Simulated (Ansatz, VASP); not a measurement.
One calculation of GdO, two programs

```
Gd O
1.0
     3.13041    0.00000    0.00000
     0.00000    3.13041    0.00000
     0.00000    0.00000    3.13041
Gd O
1 1
Cartesian
  0.0000 0.0000 0.0000
  1.5652 1.5652 1.5652
```

Alike in both runs: task single point; functional PBE; k mesh 10 × 10 × 10; occupations gaussian, width 0.05 eV; collinear spin; Hubbard terms Gd f U = 6.0 eV.

|  | VASP | Ansatz |
| --- | --- | --- |
| version | VASP 6.6.1 | Ansatz 0.2.0 |
| potentials or method | VASP PAW PBE potentials, release 64 (Gd, O), cutoff 520 eV | scalar-relativistic, plane waves, PAW |
| valence electrons in the cell | 24 | 24 |

Ansatz gave:

| Quantity | Value |
| --- | --- |
| gap on the k mesh at the Fermi level (eV) | none |
| pressure (GPa) | -9.9 |
| net moment per atom (μB) | 3.79 |
| size of the moment on the site where the two differ most (μB) | 7.24 |

Which values does VASP return?

gap on the k mesh at the Fermi level (eV): none; pressure (GPa): -10.0; net moment per atom (μB): 3.79; size of the moment on the site where the two differ most (μB): 7.14.

Site moments also hang on the region over which each program counts them. The programs project onto different local orbitals, so the same U acts differently, and such runs can settle in different states. A gap of «none» marks a metal or a gap that the smearing closes. Ansatz's warnings: filled band counts differ across k points.

Neither program's run includes spin-orbit coupling.
